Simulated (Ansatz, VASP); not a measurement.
# Two plane-wave programs on Co

INCAR

```
SYSTEM = Co
PREC = Accurate
ENCUT = 520
EDIFF = 1E-6
ISMEAR = -1
SIGMA = 0.05
LREAL = .FALSE.
LASPH = .TRUE.
NELM = 150
ALGO = Normal
ISIF = 2
LWAVE = .FALSE.
LCHARG = .TRUE.
ISPIN = 2
MAGMOM = 1.889
LORBIT = 11
LMAXMIX = 4
GGA = RP
LELF = .TRUE.
LVHAR = .TRUE.
NBANDS = 14
```

KPOINTS

```
regular mesh
0
G
  25 25 25
  0 0 0
```

The input POSCAR:

```
Co
1.0
   -1.4199024560      1.4199024560      1.4199024560
    1.4199024560     -1.4199024560      1.4199024560
    1.4199024560      1.4199024560     -1.4199024560
Co
1
Direct
    0.0000000000      0.0000000000      0.0000000000
```

Input for Ansatz:

```yaml
crystal:
  lattice:
    - [-1.419902456, 1.419902456, 1.419902456]
    - [1.419902456, -1.419902456, 1.419902456]
    - [1.419902456, 1.419902456, -1.419902456]
  atoms:
    - { symbol: Co, position: [0.0, 0.0, 0.0], spin: 1.889 }
hamiltonian:
  xc: rpbe
  pseudopotentials:
    kind: paw
    azcp:
      Co: "pseudopotentials/Co.paw.azcp"
basis:
  ecutwfc: 420
  fft_grid_basis: typed
kpoints:
  mp_grid: { grid: [25, 25, 25], shift: [0, 0, 0] }
magnetization:
  spin_polarized: true
scf:
  occupations: { method: fermi_dirac, width: 0.05 }
```

Alike in both runs: task single point; functional RPBE; k mesh 25 × 25 × 25; occupations fermi-dirac, width 0.05 eV; collinear spin.

|  | VASP | Ansatz |
| --- | --- | --- |
| version | VASP 6.6.1 | Ansatz 0.2.0 |
| potentials or method | VASP PAW PBE potentials, release 64 (Co), cutoff 520 eV | plane waves (420 eV) with PAW, scalar-relativistic |
| valence electrons in the cell | 9 | 17 |

|  | VASP | Ansatz | Ansatz less VASP |
| --- | --- | --- | --- |
| net moment per atom (μB) | 1.78 | 1.80 | +0.019 |
| size of the moment on the site where the two differ most (μB) | 1.81 | 1.88 | +0.065 |

VASP's potentials were made for PBE, not for RPBE. Site moments also hang on the region over which each program counts them. VASP's potentials hold 9 valence electrons a cell and Ansatz's 17, so a difference there can come from the potentials and not from the codes.
